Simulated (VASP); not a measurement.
## V: single point with r2SCAN

The system is V.

```
V
1.0
    -1.49104    1.49104    1.49104
     1.49104   -1.49104    1.49104
     1.49104    1.49104   -1.49104
V
1
Cartesian
  0.0000 0.0000 0.0000
```

| Item | Value |
| --- | --- |
| Program | VASP 6.6.1 |
| Task | single point |
| Functional | r2SCAN |
| Potentials or basis | VASP PAW PBE potentials, release 64 (V_sv) |
| Cutoff | 520 eV |
| k mesh | 20 × 20 × 20 |
| Occupations | gaussian, width 0.05 eV |
| Spin | collinear spin |
| Starting moments | [0.05] μB |

```
Pressure                                              : 0.7 GPa
Net moment                                            : 0.00 μB per cell
Valence electrons inside the program's atomic spheres : V 11.65
```

Levels at points of the mesh, in eV from the Fermi level:
Spin up:
```tsv
k point	band 4	band 5	band 6	band 7	band 8	band 9	band 10	band 11
(0.00, 0.00, 0.00)	-38.42	-7.09	0.49	0.49	0.49	2.71	2.71	21.37
(0.50, 0.00, 0.00)	-38.43	-3.39	-1.17	1.57	2.69	3.10	4.38	10.81
(0.50, 0.50, 0.50)	-39.09	-3.18	-3.18	3.96	3.97	3.97	10.80	10.80
```
Spin down:
```csv
k point,band 4,band 5,band 6,band 7,band 8,band 9,band 10,band 11
"(0.00, 0.00, 0.00)",-38.42,-7.09,0.49,0.49,0.49,2.71,2.71,21.37
"(0.50, 0.00, 0.00)",-38.43,-3.39,-1.17,1.58,2.69,3.10,4.38,10.81
"(0.50, 0.50, 0.50)",-39.09,-3.18,-3.18,3.97,3.97,3.97,10.80,10.80
```

Run time: 12 min on 1 thread of AMD EPYC 7R13, on a shared host, peak memory 0.17 GiB.

Caveat: the PAW data sets were made with another functional, which shifts forces and pressure a little.
